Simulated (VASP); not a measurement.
Wanted: the native input for a VASP 6.6.1 run.

```
Task                   : single point
Functional             : PBEsol
Potentials or basis    : VASP PAW PBE potentials, release 64 (Rh_pv)
Cutoff                 : 500 eV
k mesh                 : 18 × 18 × 12
Occupations            : gaussian, width 0.15 eV
Spin                   : no spin polarisation
Dipole correction      : no
Further INCAR settings : ALGO = Normal; EDIFF = 1e-06; NBANDS = 22
```

The structure of Rh lies in POSCAR:

```
Rh
1.0
    2.7719437279      0.0000000000      0.0000000000
   -1.3859718639      2.4005736862      0.0000000000
    0.0000000000      0.0000000000      4.2956343300
Rh
2
Direct
    0.6666666667      0.3333333333      0.7500000000
    0.3333333333      0.6666666667      0.2500000000
```

This isn't the form of Rh at room conditions, which is fcc.

This cell differs from its parent crystal: strain +0.015 along x and y, -0.030 along z.

The input as run:

INCAR

```
  PREC = Accurate
  ENCUT = 500
  EDIFF = 1E-6
  ISMEAR = 0
  SIGMA = 0.15
  LREAL = False
  LASPH = True
  NELM = 120
  ALGO = Normal
  ISIF = 2
  LWAVE = False
  LCHARG = True
  GGA = PS
  LELF = True
  LVHAR = True
  NBANDS = 22
  GGA_COMPAT = False
```

KPOINTS

```
Automatic mesh
0
Gamma
  18 18 12
```

Potentials or basis: VASP PAW PBE potentials, release 64 (Rh_pv).

Command:

```sh
$ cat potpaw_PBE.64/Rh_pv/POTCAR > POTCAR
$ mpirun -np 1 vasp_std > vasp.out
```

It gave:

```yaml
Pressure: -12.9 GPa
Band_gap_on_the_k_mesh: zero (bands 15 and 16 overlap by 2.20 eV)
```

Caveat: the cell differs from its parent crystal (strain +0.015 along x and y, -0.030 along z); the cell stands under tension; the PAW data sets were made with another functional, which shifts forces and pressure a little.

It took 2.5 min on 1 thread of Intel Xeon 8259CL, with other jobs on the host, peak memory 0.23 GiB.
